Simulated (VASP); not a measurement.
# Ba (Im-3m) in VASP: further runs

Runs on Ba. Level: r2SCAN. Tasks: single point, relaxation of cell and atoms.

Program: VASP 6.6.1. These are calculated values, not measurements. Logs are shortened: lines on timing, memory, paths and dates and some standing lists are left out, and cuts for length are marked.

## (1) The cell of the first run

It takes space group Im-3m (No. 229, cubic). Conventional cell: a = 5.167 Å, b = 5.167 Å, c = 5.167 Å, α = 90.00°, β = 90.00°, γ = 90.00°. Ba (site symmetry m-3m) has 14 Ba at 4.48 to 5.17 Å within 5.9 Å.

## (2) Single point, r2SCAN (volume scaled by 1.06)

POSCAR

```
Ba
1.0
   -2.5836895188      2.5836895188      2.5836895188
    2.5836895188     -2.5836895188      2.5836895188
    2.5836895188      2.5836895188     -2.5836895188
Ba
1
Direct
    0.0000000000      0.0000000000      0.0000000000
```

INCAR.step1

```
  ALGO = Normal
  EDIFF = 1E-4
  ENCUT = 520
  GGA = PE
  ISMEAR = 0
  LASPH = T
  LCHARG = F
  LREAL = F
  LWAVE = T
  NBANDS = 11
  NELM = 100
  PREC = Accurate
  SIGMA = 0.1
```

INCAR.step2

```
  ALGO = Normal
  EDIFF = 1E-6
  ENCUT = 520
  ISIF = 2
  ISMEAR = 0
  ISTART = 1
  LASPH = T
  LCHARG = F
  LMIXTAU = T
  LREAL = F
  LWAVE = F
  METAGGA = R2SCAN
  NBANDS = 11
  NELM = 100
  PREC = Accurate
  SIGMA = 0.1
```

KPOINTS

```
k-points
0
Gamma
  12 12 12
```

Potentials or basis: VASP PAW PBE potentials, release 64 (Ba_sv).

On the command line:

```bash
$ cat potpaw_PBE.64/Ba_sv/POTCAR > POTCAR
$ cp INCAR.step1 INCAR
$ mpirun -np 1 vasp_std > vasp.out
$ cp INCAR.step2 INCAR
$ mpirun -np 1 vasp_std > vasp.out
```

OUTCAR:

```text
EDIFF = 1E-6
   ENCUT = 520
   ISIF = 2
   ISMEAR = 0
   ISTART = 1
   LASPH = T
   LREAL = F
   METAGGA = R2SCAN
   NELM = 100
   PREC = Accurate

 ion  position               nearest neighbor table
   1  0.000  0.000  0.000-

  LATTYP: Found a body centered cubic cell.
 ALAT       =     5.1673790376

  Lattice vectors:

 A1 = (  -2.5836895188,   2.5836895188,   2.5836895188)
 A2 = (   2.5836895188,  -2.5836895188,   2.5836895188)
 A3 = (   2.5836895188,   2.5836895188,  -2.5836895188)

Analysis of symmetry for initial positions (statically):
=====================================================================
 Subroutine PRICEL returns:
 Original cell was already a primitive cell.

 Routine SETGRP: Setting up the symmetry group for a
 body centered cubic supercell.

 Subroutine GETGRP returns: Found 48 space group operations
 (whereof 48 operations were pure point group operations)
 out of a pool of 48 trial point group operations.

The static configuration has the point symmetry O_h .

Analysis of symmetry for dynamics (positions and initial velocities):
=====================================================================
 Subroutine PRICEL returns:
 Original cell was already a primitive cell.

 Routine SETGRP: Setting up the symmetry group for a
 body centered cubic supercell.

 Subroutine GETGRP returns: Found 48 space group operations
 (whereof 48 operations were pure point group operations)
 out of a pool of 48 trial point group operations.

The dynamic configuration has the point symmetry O_h .

 Subroutine INISYM returns: Found 48 space group operations
 (whereof 48 operations are pure point group operations),
 and found     1 'primitive' translations

----------------------------------------------------------------------------------------

                                     Primitive cell

  volume of cell :      68.9892

  direct lattice vectors                    reciprocal lattice vectors
    -2.583689519  2.583689519  2.583689519     0.000000000  0.193521705  0.193521705
     2.583689519 -2.583689519  2.583689519     0.193521705  0.000000000  0.193521705
     2.583689519  2.583689519 -2.583689519     0.193521705  0.193521705  0.000000000

  length of vectors
     4.475081518  4.475081518  4.475081518     0.273681019  0.273681019  0.273681019

  position of ions in fractional coordinates (direct lattice)
     0.000000000  0.000000000  0.000000000

  ion indices of the primitive-cell ions
   primitive index   ion index
                 1           1

----------------------------------------------------------------------------------------

 KPOINTS: k-points

Automatic generation of k-mesh.
 Grid dimensions read from file:
 generate k-points for:   12   12   12

 Generating k-lattice:

  Cartesian coordinates                     Fractional coordinates (reciprocal lattice)
     0.000000000  0.016126809  0.016126809     0.083333333  0.000000000  0.000000000
     0.016126809  0.000000000  0.016126809     0.000000000  0.083333333  0.000000000
     0.016126809  0.016126809  0.000000000     0.000000000  0.000000000  0.083333333

  Length of vectors
     0.022806752  0.022806752  0.022806752

  Shift w.r.t. Gamma in fractional coordinates (k-lattice)
     0.000000000  0.000000000  0.000000000

 Subroutine IBZKPT returns following result:
 ===========================================

 Found     72 irreducible k-points:

 Following reciprocal coordinates:
            Coordinates               Weight
  0.000000  0.000000  0.000000      1.000000
  0.083333  0.000000  0.000000     12.000000
  0.166667  0.000000  0.000000     12.000000
  0.250000  0.000000  0.000000     12.000000
  0.333333  0.000000  0.000000     12.000000
  0.416667  0.000000  0.000000     12.000000
[... 16 lines left out ...]
  0.333333  0.083333  0.083333     24.000000
  0.416667  0.083333  0.083333     12.000000
 [... further k-points ...]
   k-points           NKPTS =     72   k-points in BZ     NKDIM =     72   number of bands    NBANDS=     11
   number of dos      NEDOS =    301   number of ions     NIONS =      1
   total plane-waves  NPLWV =  46656
   dimension x,y,z NGX =    36 NGY =   36 NGZ =   36
   dimension x,y,z NGXF=    72 NGYF=   72 NGZF=   72
   ions per type =               1
   NGX,Y,Z   is equivalent  to a cutoff of  13.37, 13.37, 13.37 a.u.
   NGXF,Y,Z  is equivalent  to a cutoff of  26.75, 26.75, 26.75 a.u.
 SYSTEM =  unknown system
   PREC   = accura    normal or accurate (medium, high low for compatibility)
   ISTART =      1    job   : 0-new  1-cont  2-samecut
   ICHARG =      0    charge: 1-file 2-atom 10-const
   ISPIN  =      1    spin polarized calculation?
   LNONCOLLINEAR =      F non collinear calculations
   LSORBIT =      F    spin-orbit coupling
   LASPH  =      T    aspherical Exc in radial PAW
   ENCUT  =  520.0 eV  38.22 Ry    6.18 a.u.   8.32  8.32  8.32*2*pi/ulx,y,z
   NELM   =    100;   NELMIN=  2; NELMDL=  0     # of ELM steps
   EDIFF  = 0.1E-05   stopping-criterion for ELM
   LREAL  =      F    real-space projection
   EDIFFG = 0.1E-04   stopping-criterion for IOM
   NSW    =      0    number of steps for IOM
   IBRION =     -1    ionic relax: 0-MD 1-quasi-New 2-CG
   NFREE  =      0    steps in history (QN), initial steepest desc. (CG)
   ISIF   =      2    stress and relaxation
   ISYM   =      2    0-nonsym 1-usesym 2-fastsym
   POTIM  = 0.5000    time-step for ionic-motion
   TEBEG  =    0.0;   TEEND  =   0.0 temperature during run
   PSTRESS=    0.0 pullay stress
   NELECT =      10.0000    total number of electrons
   NUPDOWN=      -1.0000    fix difference up-down
   EMIN   =  10.00;   EMAX   =-10.00  energy-range for DOS
   EFERMI =   0.00;   METHOD = LEGACY
   ISMEAR =     0;   SIGMA  =   0.10  broadening in eV -4-tet -1-fermi 0-gaus
   EFERMI_NEDOS =   21; number of points for ismear=-14 and -15
   IALGO  =     38    algorithm
   IMIX   =      4    mixing-type and parameters
     AMIX     =   0.40;   BMIX     =  1.00
     AMIX_MAG =   1.60;   BMIX_MAG =  1.00
  volume/ion in A,a.u.               =      68.99       465.56
  Fermi-wavevector in a.u.,A,eV,Ry     =   0.859966  1.625100 10.062068  0.739541
  Thomas-Fermi vector in A             =   1.977400
   LORBIT       =      0    0 simple, 1 ext, 2 COOP (PROOUT), +10 PAW based schemes
   METAGGA = R2SCAN    functional components
   LHFCALC =     F    Hartree Fock is set to
   AEXX    =    0.0000 exact exchange contribution
   IVDW    =     0    specifies the selected vdW correction
   LEPSILON=     F    determine dielectric tensor
   LRPA    =     F    only Hartree local field effects (RPA)
 non-spin polarized calculation
 Gauss-broadening in eV      SIGMA  =   0.10
  energy-cutoff  :      520.00
  volume of cell :       68.99
 maximum number of plane-waves:      1886
 NGX is ok and might be reduce to    36
   NGX = 17   NGY = 17   NGZ = 17

 number of electron      10.0000000 magnetization

 Free energy of the ion-electron system (eV)
  ---------------------------------------------------
  ext. energy  EPLUGINS =         0.00000000
  ---------------------------------------------------
  free energy    TOTEN  =       -26.43179071 eV

  energy without entropy =      -26.42659123  energy(sigma->0) =      -26.42919097

 E-fermi :   1.4237     XC(G=0):  -7.5291

 val. band max:        1.4010915525   @ k =  -0.4167   0.5000   0.2500
 cond. band min:       1.4544295724   @ k =  -0.4167  -0.4167   0.1667
 fundamental gap:      0.0533380198
 Fermi energy:         1.4236842579

 k-point     1 :       0.0000    0.0000    0.0000
  band No.  band energies     occupation
      1     -28.6471      2.00000
      2     -13.2201      2.00000
      3     -13.2201      2.00000
      4     -13.2201      2.00000
      5      -1.4079      2.00000
      6       3.4630      0.00000
      7       3.4630      0.00000
      8       3.4630      0.00000
      9       4.7150      0.00000
     10       4.7150      0.00000
     11       8.4530      0.00000

 k-point     2 :       0.0833    0.0000    0.0000
  band No.  band energies     occupation
      1     -28.6450      2.00000
      2     -13.2452      2.00000
      3     -13.2277      2.00000
      4     -13.2203      2.00000
      5      -1.2846      2.00000
      6       3.3550      0.00000
      7       3.3957      0.00000
      8       3.5853      0.00000
      9       4.5489      0.00000
     10       4.7062      0.00000
     11       8.5938      0.00000

 k-point     3 :       0.1667    0.0000    0.0000
  band No.  band energies     occupation
      1     -28.6393      2.00000
      2     -13.3128      2.00000
      3     -13.2485      2.00000
      4     -13.2208      2.00000
      5      -0.9346      2.00000
      6       3.0946      0.00000
      7       3.1021      0.00000
      8       3.9461      0.00000
      9       4.4088      0.00000
     10       4.7072      0.00000
     11       8.8564      0.00000

 k-point     4 :       0.2500    0.0000    0.0000
  band No.  band energies     occupation
      1     -28.6315      2.00000
      2     -13.4024      2.00000
      3     -13.2765      2.00000
      4     -13.2215      2.00000
      5      -0.4227      2.00000
      6       2.6675      0.00000
      7       2.7963      0.00000
      8       4.5096      0.00000
      9       4.5254      0.00000
     10       4.7693      0.00000
     11       8.6707      0.00000
[... 239 lines left out ...]
 k-point    22 :       0.2500    0.0833    0.0833
  band No.  band energies     occupation
      1     -28.6222      2.00000
      2     -13.4916      2.00000
      3     -13.3070      2.00000
      4     -13.2433      2.00000
      5       0.3436      2.00000
      6       2.2334      0.00000
      7       2.3714      0.00000
      8       4.7687      0.00000
      9       5.0137      0.00000
     10       5.6478      0.00000
     11       8.2976      0.00000

 k-point    23 :       0.3333    0.0833    0.0833
  band No.  band energies     occupation
      1     -28.6171      2.00000
      2     -13.5348      2.00000
      3     -13.3368      2.00000
      4     -13.2453      2.00000
      5       0.7476      2.00000
      6       2.1919      0.00000
      7       2.2388      0.00000
      8       4.8509      0.00000
      9       5.1868      0.00000
     10       6.3508      0.00000
     11       7.5098      0.00000

 k-point    24 :       0.4167    0.0833    0.0833
  band No.  band energies     occupation
      1     -28.6153      2.00000
      2     -13.5500      2.00000
      3     -13.3480      2.00000
      4     -13.2460      2.00000
      5       0.8678      2.00000
      6       2.1942      0.00000
      7       2.2624      0.00000
      8       4.8384      0.00000
      9       5.2701      0.00000
     10       6.7828      0.00000
     11       7.0889      0.00000

 [... further k-points ...]
[... 5 lines left out ...]
  --------------------------------------------------------------------------------------
  -------------------------------------------------------------------------------------
  Total       -0.1729107     -0.1729107     -0.1729107      0.0000000      0.0000000     -0.0000000
  in kB       -4.0156101     -4.0156101     -4.0156101      0.0000000      0.0000000     -0.0000000
  external PRESSURE =      -4.0156101 kB  Pullay stress =       0.0000000 kB

 VOLUME and BASIS-vectors are now :
 -----------------------------------------------------------------------------
  energy-cutoff  :      520.00
  volume of cell :       68.99
      direct lattice vectors                 reciprocal lattice vectors
    -2.583689519  2.583689519  2.583689519     0.000000000  0.193521705  0.193521705
     2.583689519 -2.583689519  2.583689519     0.193521705  0.000000000  0.193521705
     2.583689519  2.583689519 -2.583689519     0.193521705  0.193521705  0.000000000

 POSITION                                       TOTAL-FORCE (eV/Angst)
 -----------------------------------------------------------------------------------
      0.00000      0.00000      0.00000        -0.000000     -0.000000      0.000000
 -----------------------------------------------------------------------------------
    total drift:                               -0.000000      0.000000      0.000000

  FREE ENERGIE OF THE ION-ELECTRON SYSTEM (eV)
  ---------------------------------------------------
  free  energy   TOTEN  =       -26.4317907094 eV

  energy  without entropy=      -26.4265912265  energy(sigma->0) =      -26.42919097
```

It took 2.5 min on 1 thread of Intel Xeon 6975P-C, shared host; peak memory 0.24 GiB.

Results:

- Free energy: -26.4318 eV
- Pressure: -0.4 GPa
- Band gap on the k mesh: zero (band 5 reaches 1.92 eV, above the bottom of band 6 at 0.94 eV)

Caveat: the cell differs from its parent crystal (volume scaled by 1.06); the PAW data sets were made with another functional, which shifts forces and pressure a little; spin-orbit coupling is left out, which moves the levels of the heavy elements.

## (3) Relaxation of cell and atoms, r2SCAN

This run uses another cell than the first one, of 62.99 Å³/atom, 0.913 times its volume.

POSCAR

```
Ba
1.0
   -2.5065000000      2.5065000000      2.5065000000
    2.5065000000     -2.5065000000      2.5065000000
    2.5065000000      2.5065000000     -2.5065000000
Ba
1
Direct
    0.0000000000      0.0000000000      0.0000000000
```

INCAR.step1

```
SYSTEM = Ba
PREC = Accurate
ENCUT = 600
ISMEAR = 0
SIGMA = 0.1
LREAL = .False.
LASPH = .True.
NELM = 80
GGA = PE
ALGO = Normal
EDIFF = 1E-4
LWAVE = .True.
LCHARG = .False.
```

INCAR.step2

```
SYSTEM = Ba
PREC = Accurate
ENCUT = 600
EDIFF = 1E-6
ISMEAR = 0
SIGMA = 0.1
LREAL = .False.
LASPH = .True.
NELM = 80
ALGO = Normal
ISIF = 3
LWAVE = .False.
LCHARG = .False.
METAGGA = R2SCAN
LMIXTAU = .True.
IBRION = 2
NSW = 100
EDIFFG = -0.005
ISTART = 1
```

KPOINTS

```
Automatic mesh
0
Gamma
  12 12 12
  0 0 0
```

Potentials or basis: VASP PAW PBE potentials, release 64 (Ba_sv).

On the command line:

```bash
$ cat potpaw_PBE.64/Ba_sv/POTCAR > POTCAR
$ cp INCAR.step1 INCAR
$ mpirun -np 1 vasp_std > vasp.out
$ cp INCAR.step2 INCAR
$ mpirun -np 1 vasp_std > vasp.out
```

Wall time 7.7 min (1 thread of Intel Xeon 6975P-C, shared host); peak memory 0.26 GiB.

The run converged. Its results:

```yaml
Free_energy: -26.4362 eV
Relaxed_volume: 65.42 Å³/atom
Relaxed_cell: a = 4.397 Å, b = 4.397 Å, c = 4.397 Å, α = 109.47°, β = 109.47°, γ = 109.47°
Space_group_after_relaxing_to_0.05_Å: Im-3m (No. 229)
Energy_gained_by_relaxing: 2.6 meV/atom
Ionic_steps: 5
Pressure_after_relaxing: 0.0 GPa
Band_gap_on_the_k_mesh: zero (band 5 reaches 2.14 eV, above the bottom of band 6 at 1.04 eV)
```

The path:
```tsv
step	energy change (eV)	largest force (eV/Å)	pressure (GPa)	volume (Å³)
1	0.0000	0.0000	0.32	62.99
2	-0.0018	0.0000	0.17	64.14
3	-0.0024	0.0000	0.07	64.89
4	-0.0023	0.0000	-0.12	66.39
5	-0.0026	0.0000	0.01	65.42
```

Final structure:
```yaml
crystal:
  lattice:
    - [-2.53840, 2.53840, 2.53840]
    - [2.53840, -2.53840, 2.53840]
    - [2.53840, 2.53840, -2.53840]
  atoms:
    - { symbol: Ba, position: [0.00000, 0.00000, 0.00000] }
```

Levels at points of the mesh, in eV from the Fermi level:
```csv
k point,band 1,band 2,band 3,band 4,band 5,band 6,band 7,band 8,band 9
"(0.00, 0.00, 0.00)",-29.97,-14.52,-14.52,-14.52,-2.86,2.10,2.10,2.10,3.41
"(0.50, 0.00, 0.00)",-29.93,-14.94,-14.65,-14.53,-0.84,0.90,1.10,3.44,3.99
"(0.50, 0.50, 0.50)",-29.90,-14.81,-14.81,-14.81,-0.56,-0.56,4.52,4.52,4.52
```

Caveat: the PAW data sets were made with another functional, which shifts forces and pressure a little; spin-orbit coupling is left out, which moves the levels of the heavy elements. Zero-point motion and thermal expansion aren't in these numbers.
